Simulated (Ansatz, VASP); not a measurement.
Ag: VASP beside Ansatz

```xyz
2
Lattice="2.9875 0.0000 0.0000 -1.4937 2.5872 0.0000 0.0000 0.0000 4.8839" Properties=species:S:1:pos:R:3 pbc="T T T"
Ag    0.0000    1.7248    1.2210
Ag    1.4937    0.8624    3.6630
```

Change from the starting cell: volume scaled by 1.06.

Alike in both runs: task single point; functional LDA; k mesh 14 × 14 × 8; occupations fermi-dirac, width 0.05 eV; no spin polarisation.

|  | VASP | Ansatz |
| --- | --- | --- |
| version | VASP 6.6.1 | Ansatz 0.2.0 |
| potentials or method | VASP PAW LDA potentials, release 64 (Ag), cutoff 520 eV | all-electron LAPW, scalar-relativistic |

|  | VASP | Ansatz | Ansatz less VASP |
| --- | --- | --- | --- |
| pressure (GPa) | -13.9 | -14.1 | -0.17 |
| traceless stress, the component that is largest in VASP (GPa) | -0.20 | -0.20 | +0.002 |

LDA's correlation is that of Perdew and Zunger in VASP and of Perdew and Wang (1992) in Ansatz. Ansatz ran all-electron here, and VASP with PAW potentials.
